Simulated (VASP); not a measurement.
Here is a VASP 6.6.1 calculation.

File INCAR:

```
SYSTEM = MgO
ALGO = Normal
EDIFF = 1E-6
ENCUT = 520
GGA = PS
ISIF = 2
ISMEAR = 0
LASPH = .TRUE.
LCHARG = .FALSE.
LREAL = .FALSE.
LWAVE = .FALSE.
NBANDS = 16
NELM = 80
PREC = Accurate
SIGMA = 0.01
```

Contents of KPOINTS:

```
k-points
0
G
  12 12 4
  0 0 0
```

File POSCAR:

```
MgO
1.0
    3.2781191408      0.0000000000      0.0000000000
   -1.6390595655      2.8389344490      0.0000000000
    0.0000000000      0.0000000000      4.9381897408
Mg O
2 2
Direct
    0.3333333333      0.6666666667      0.0021597400
    0.6666666667      0.3333333333      0.5021597400
    0.3333333333      0.6666666667      0.4024402600
    0.6666666667      0.3333333333      0.9024402600
```

Potentials or basis: VASP PAW PBE potentials, release 64 (Mg, O).

Command:

```sh
$ cat potpaw_PBE.64/Mg/POTCAR potpaw_PBE.64/O/POTCAR > POTCAR
$ mpirun -np 1 vasp_std > vasp.out
```

Q: What does it give for the pressure?

A: 3.6 GPa.

Q: Predict the band gap on the k mesh.

A: 3.49 eV, direct.

Stress tensor (GPa, compression positive):
```
3.77 0.00 0.00
0.00 3.77 0.00
0.00 0.00 3.26
```

Caveat: the PAW data sets were made with another functional, which shifts forces and pressure a little. As with any semilocal functional, this PBEsol gap is likely too small.
